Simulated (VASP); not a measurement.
Crystal: TaRe.

```
Ta Re
1.0
     1.57593   -2.26007    0.00000
     1.57593    2.26007    0.00000
     0.00000    0.00000    4.38731
Ta Re
1 1
Direct
  0.50000 0.50000 0.50000
  0.00000 0.00000 0.00000
```

Base run:

```yaml
Program: VASP 6.6.1
Functional: LDA
Potentials_or_basis: VASP PAW LDA potentials, release 64 (Ta_pv, Re)
Cutoff: 520 eV
k_mesh: 8 × 8 × 5
Occupations: gaussian, width 0.05 eV
Spin: no spin polarisation
```

Its results: band gap on the k mesh zero (band 9 reaches 9.84 eV, above the bottom of band 10 at 6.60 eV); pressure 1.1 GPa.

Question: The run is repeated on the same cell with these changes: potentials or basis from VASP PAW LDA potentials, release 64 (Ta_pv, Re) to VASP PAW LDA potentials, release 64 (Ta_sv_GW, Re_sv_GW); cutoff from 520 eV to 500 eV; further incar settings from ALGO = Normal; EDIFF = 1e-06; NBANDS = 16 to ALGO = Normal; EDIFF = 1e-06; NBANDS = 21; valence electrons from 18 to 28. What comes out?

Answer: Band gap on the k mesh zero (band 14 reaches 14.93 eV, above the bottom of band 15 at 11.70 eV); pressure -0.8 GPa.

Caveats: spin-orbit coupling is left out, which moves the levels of the heavy elements.
